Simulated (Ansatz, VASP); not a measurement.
NiO: VASP beside Ansatz

File INCAR:

```
ALGO = Normal
EDIFF = 1E-6
ENCUT = 600
GGA = PE
GGA_COMPAT = False
ISIF = 2
ISMEAR = 0
ISPIN = 2
LASPH = True
LCHARG = False
LMAXMIX = 4
LORBIT = 11
LREAL = False
LWAVE = False
MAGMOM = 2 -2 0 0
NBANDS = 28
NELM = 200
PREC = Accurate
SIGMA = 0.01
```

The input KPOINTS:

```
k-points
0
Gamma
  4 4 4
```

File POSCAR:

```
NiO
1.0
    4.1700000000      2.0850000000      2.0850000000
    2.0850000000      4.1700000000      2.0850000000
    2.0850000000      2.0850000000      4.1700000000
Ni O
2 2
Direct
    0.0000000000      0.0000000000      0.0000000000
    0.5000000000      0.5000000000      0.5000000000
    0.2458464009      0.2458464009      0.2458464009
    0.7541535991      0.7541535991      0.7541535991
```

Input for Ansatz:

```yaml
crystal:
  atoms:
  - position: [3.7677086821644786e-19, -1.0711537458085654e-19, -1.0714561936133013e-19]
    spin: 2
    symbol: Ni
  - position: [0.5, 0.5000000000000001, 0.49999999999999994]
    spin: -2
    symbol: Ni
  - position: [0.24584640094108182, 0.2458464009410819, 0.2458464009410818]
    symbol: O
  - position: [0.7541535990589182, 0.7541535990589182, 0.7541535990589182]
    symbol: O
  lattice:
  - [4.17, 2.085, 2.085]
  - [2.085, 4.17, 2.085]
  - [2.085, 2.085, 4.17]
hamiltonian:
  dispersion: none
  pseudopotentials:
    kind: all_electron
    lapw: {}
    relativity: scalar
  xc: pbe
kpoints:
  mp_grid:
    grid: [4, 4, 4]
    shift: [0, 0, 0]
magnetization: {spin_polarized: true}
output: {forces: true, stress: true}
scf:
  occupations: {method: fixed}
```

Alike in both runs: task single point; functional PBE; k mesh 4 × 4 × 4; collinear spin.

|  | VASP | Ansatz |
| --- | --- | --- |
| version | VASP 6.6.1 | Ansatz 0.2 development build |
| potentials or method | VASP PAW PBE potentials, release 64 (Ni, O), cutoff 600 eV | all-electron full-potential LAPW, scalar-relativistic |
| occupations | gaussian, width 0.01 eV | fixed |

|  | VASP | Ansatz | Ansatz less VASP |
| --- | --- | --- | --- |
| gap on the k mesh at the Fermi level (eV) | 0.72 | 0.79 | +0.072 |
| pressure (GPa) | 3.6 | 4.1 | +0.44 |
| traceless stress, the component that is largest in VASP (GPa) | -0.40 | -0.41 | -0.004 |
| rms of the force components (eV/Å) | 0.276 | 0.277 | +0.0009 |
| net moment per atom (μB) | 0.00 | 0.00 | 0.000 |
| size of the moment on the site where the two differ most (μB) | 1.35 | 1.40 | +0.049 |

Site moments also hang on the region over which each program counts them. Atom by atom the forces differ by 0.001 eV/Å (rms over components). Ansatz ran all-electron here, and VASP with PAW potentials.

The k mesh is coarse, so the values compare programs but aren't converged.
